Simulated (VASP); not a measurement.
Na:

```
CELL_PARAMETERS angstrom
-2.15518 2.15518 2.15518
2.15518 -2.15518 2.15518
2.15518 2.15518 -2.15518
ATOMIC_POSITIONS crystal
Na 0.00000 0.00000 0.00000
```

This cell differs from its parent crystal: volume scaled by 1.02.

Base run:

```yaml
Program: VASP 6.6.1
Functional: LDA
Potentials_or_basis: VASP PAW LDA potentials, release 64 (Na_pv)
Cutoff: 520 eV
k_mesh: 9 × 9 × 9
Occupations: fermi-dirac, width 0.05 eV
Spin: no spin polarisation
```

Its results: pressure -1.2 GPa.

Task: The run is repeated on the same cell with these changes: functional from LDA to PBEsol; potentials or basis from VASP PAW LDA potentials, release 64 (Na_pv) to VASP PAW PBE potentials, release 64 (Na_pv). What comes out?

Result: Pressure -0.7 GPa.

Caveats: the PAW data sets were made with another functional, which shifts forces and pressure a little (some runs).
